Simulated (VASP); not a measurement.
## Al9H: single point with PBE

Slab: Al9H, a slab with vacuum.

```xyz
10
Lattice="2.8543 0.0000 0.0000 -1.4272 9.7033 0.0000 0.0000 0.0000 21.7903" Properties=species:S:1:pos:R:3 pbc="T T T"
Al    1.4272    0.6297    4.0000
Al    1.4272    3.3179    4.9960
Al    0.0000    5.7962    5.1952
Al    1.4272    8.2746    5.3944
Al    0.0003    1.2395    6.4001
Al   -0.0073    3.9228    7.5233
Al    1.4243    6.4014    7.6799
Al   -0.0084    8.8410    7.8611
Al    1.4323    1.7608    8.7903
H     1.9675    5.3995    9.9703
```

| Item | Value |
| --- | --- |
| Program | VASP 6.6.1 |
| Task | single point |
| Functional | PBE |
| Potentials or basis | VASP PAW PBE potentials, release 64 (Al, H) |
| Cutoff | 520 eV |
| k mesh | 9 × 3 × 1 |
| Occupations | gaussian, width 0.1 eV |
| Spin | no spin polarisation |
| Dipole correction | yes |
| Further INCAR settings | ALGO = Normal; EDIFF = 1e-06; NBANDS = 25 |

* Largest force: 1.321 eV/Å
* Band gap on the k mesh: zero (band 14 reaches -1.12 eV, above the bottom of band 15 at -1.78 eV)

Forces on the atoms (eV/Å):
```
Al   0.013  0.158 -0.026
Al   0.004  0.019 -0.046
Al   0.010 -0.035  0.050
Al   0.010 -0.108 -0.202
Al  -0.025  0.028 -0.027
Al  -0.069 -0.026  0.219
Al   0.206 -0.293  1.215
Al   0.006 -0.107  0.042
Al   0.001  0.087  0.056
H   -0.157  0.279 -1.281
```

Levels at points of the mesh, in eV from the Fermi level:
| k point | band 10 | band 11 | band 12 | band 13 | band 14 | band 15 | band 16 | band 17 | band 18 | band 19 |
| --- | --- | --- | --- | --- | --- | --- | --- | --- | --- | --- |
| (0.00, 0.00, 0.00) | -2.61 | -2.16 | -1.60 | -1.46 | -1.06 | -0.34 | 1.15 | 1.96 | 2.47 | 2.65 |

It took 3.9 min on 1 thread of AMD EPYC 9R45 96-Core Processor (Zen 5) (shared host), peak memory 0.65 GiB.
